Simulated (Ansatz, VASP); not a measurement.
## BAs: VASP beside Ansatz

```
B As
1.0
     0.00000    2.45161    2.45161
     2.45161    0.00000    2.45161
     2.45161    2.45161    0.00000
B As
1 1
Direct
  0.25000 0.25000 0.25000
  0.50000 0.50000 0.50000
```

Alike in both runs: task single point; functional PBE; k mesh 10 × 10 × 10; occupations gaussian, width 0.02 eV; no spin polarisation.

```csv
,VASP,Ansatz
version,VASP 6.6.1,Ansatz 0.2.0
potentials or method,"VASP PAW PBE potentials, release 64 (B, As), cutoff 520 eV","scalar-relativistic, plane waves, PAW"
valence electrons in the cell,8,18
```

VASP gave:

| Item | Value |
| --- | --- |
| gap on the k mesh at the Fermi level (eV) | 1.25 |
| least direct gap on the mesh (eV) | 3.18 |
| pressure (GPa) | -6.3 |

Q: Estimate Ansatz's values.

A: gap on the k mesh at the Fermi level (eV): 1.26; least direct gap on the mesh (eV): 3.19; pressure (GPa): -6.8.

VASP's potentials hold 8 valence electrons a cell and Ansatz's 18, so a difference there can come from the potentials and not from the codes.
